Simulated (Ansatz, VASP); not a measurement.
PbS in VASP and in Ansatz

INCAR

```
SYSTEM = PbS
PREC     = Accurate       ! precision mode
ENCUT    = 520            ! plane-wave cutoff, eV
EDIFF    = 1E-6           ! SCF threshold, eV
ISMEAR   = -1             ! smearing method
SIGMA    = 0.08           ! smearing width, eV
LREAL    = .FALSE.        ! projectors in reciprocal space
LASPH    = .TRUE.         ! aspherical terms in the spheres
NELM     = 100            ! most SCF steps
ALGO     = Normal         ! electronic algorithm
ISIF     = 2              ! what is computed and relaxed
LWAVE    = .FALSE.        ! write WAVECAR
LCHARG   = .FALSE.        ! write CHGCAR
GGA      = CA             ! functional
NBANDS   = 17             ! bands
```

Contents of KPOINTS:

```
Automatic mesh
0
G
  12 12 12
  0 0 0
```

POSCAR

```
PbS
1.0
    0.0000000000      2.8630046099      2.8630046099
    2.8630046099      0.0000000000      2.8630046099
    2.8630046099      2.8630046099      0.0000000000
Pb S
1 1
Direct
    0.0000000000      0.0000000000      0.0000000000
    0.5000000000      0.5000000000      0.5000000000
```

Input for Ansatz:

```yaml
crystal:
  lattice:
    - [0.0, 2.8630046099, 2.8630046099]
    - [2.8630046099, 0.0, 2.8630046099]
    - [2.8630046099, 2.8630046099, 0.0]
  atoms:
    - { symbol: Pb, position: [0.0, 0.0, 0.0] }
    - { symbol: S, position: [0.5, 0.5, 0.5] }
kpoints:
  mp_grid: { grid: [12, 12, 12] }
scf:
  occupations: { method: fermi_dirac, width: 0.08 }
hamiltonian:
  xc: lda
  pseudopotentials: { kind: all_electron, lapw: { basis_error: 0.001 } }
output:
  forces: true
  stress: true
  eigenvalues: true
  populations: true
```

Change from the starting cell: volume scaled by 0.94, LAPW.

Alike in both runs: task single point; functional LDA; k mesh 12 × 12 × 12; occupations fermi-dirac, width 0.08 eV; no spin polarisation.

|  | VASP | Ansatz |
| --- | --- | --- |
| version | VASP 6.6.1 | Ansatz 0.2.0 |
| potentials or method | VASP PAW LDA potentials, release 64 (Pb_d, S), cutoff 520 eV | all-electron LAPW, scalar-relativistic |

```csv
,VASP,Ansatz,Ansatz less VASP
pressure (GPa),4.7,4.6,-0.06
```

LDA's correlation is that of Perdew and Zunger in VASP and of Perdew and Wang (1992) in Ansatz. Ansatz ran all-electron here, and VASP with PAW potentials.

Spin-orbit coupling is off throughout.
